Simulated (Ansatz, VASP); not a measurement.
**One calculation of TePb, two programs**

```
Pb Te
1.0
     3.27416    0.00000    0.00000
     0.00000    3.27416    0.00000
     0.00000    0.00000    3.27416
Pb Te
1 1
Direct
  0.00000 0.00000 0.00000
  0.50000 0.50000 0.50000
```

Change from the starting cell: volume scaled by 0.55, crystal datasets.

Alike in both runs: task single point; functional PBE; k mesh 11 × 11 × 11; occupations fermi-dirac, width 0.1 eV; no spin polarisation.

```csv
,VASP,Ansatz
version,VASP 6.6.1,Ansatz 0.2.0
potentials or method,"VASP PAW PBE potentials, release 64 (Pb_d, Te), cutoff 520 eV","all-electron PAW with datasets made for the crystal, scalar-relativistic"
```

```csv
,VASP,Ansatz,Ansatz less VASP
pressure (GPa),95.5,95.5,-0.06
```

Both programs put the cell under a high pressure, so it lies far from rest at this level. Ansatz ran all-electron here, and VASP with PAW potentials. Ansatz's warnings: printed levels off.

Neither program's run includes spin-orbit coupling. Noted on VASP's run: the cell as given lies far from equilibrium.
